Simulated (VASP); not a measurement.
# MoS2: electric field gradients with LDA

MoS2:

```
Mo S
1.0
     3.15043    0.00000    0.00000
    -1.57521    2.72835    0.00000
     0.00000    0.00000   12.25388
Mo S
2 4
Direct
  0.33333 0.66667 0.25000
  0.66667 0.33333 0.75000
  0.33333 0.66667 0.62750
  0.66667 0.33333 0.12750
  0.33333 0.66667 0.87250
  0.66667 0.33333 0.37250
```

```yaml
Program: VASP 6.6.1
Task: electric field gradients
Functional: LDA
Potentials_or_basis: VASP PAW LDA potentials, release 64 (Mo_sv, S)
Cutoff: 520 eV
k_mesh: 10 × 10 × 3
Occupations: fermi-dirac, width 0.03 eV
Spin: no spin polarisation
Dipole_correction: no
Further_INCAR_settings: ALGO = Normal; EDIFF = 1e-08; NBANDS = 35
```

* Pressure: 2.8 GPa
* Largest force: 0.949 eV/Å
* Band gap on the k mesh: 0.84 eV (least direct gap 1.90 eV)
* Largest electric field gradient by atom: Mo -97.9; S -63.6 V/Å²

Forces in eV/Å, atoms in the order of the input:
```
Mo   0.000  0.000  0.000
Mo   0.000  0.000  0.000
S    0.000  0.000 -0.949
S    0.000  0.000 -0.949
S    0.000  0.000  0.949
S    0.000  0.000  0.949
```

Stress tensor (GPa, compression positive):
```
0.48 0.00 0.00
0.00 0.48 0.00
0.00 0.00 7.56
```

Levels at points of the mesh, in eV from the valence-band top:
```csv
k point,band 23,band 24,band 25,band 26,band 27,band 28,band 29,band 30
"(0.00, 0.00, 0.00)",-2.61,-1.31,-1.22,0.00,1.98,1.98,1.99,1.99
"(0.50, 0.00, 0.00)",-2.05,-1.89,-1.63,-1.49,1.38,1.43,1.88,2.09
```

Electric field gradients, principal values (V/Å²):
| atom | least | middle | greatest (by size) |
| --- | --- | --- | --- |
| 1 Mo | 48.960 | 48.962 | -97.922 |
| 2 Mo | 48.960 | 48.962 | -97.922 |
| 3 S | 31.823 | 31.824 | -63.647 |
| 4 S | 31.823 | 31.824 | -63.647 |
| 5 S | 31.823 | 31.824 | -63.647 |
| 6 S | 31.823 | 31.824 | -63.647 |

Run time: 67 s on 1 thread of Intel(R) Xeon(R) Platinum 8488C (Sapphire Rapids), on a shared host, peak memory 0.22 GiB.

Caveat: the stress differs along the axes, from 0 to 8 GPa; without QUAD_EFG the Cq values of the log hold for a quadrupole moment of 1 mb, not for the nuclei. A k mesh can miss the band edges.
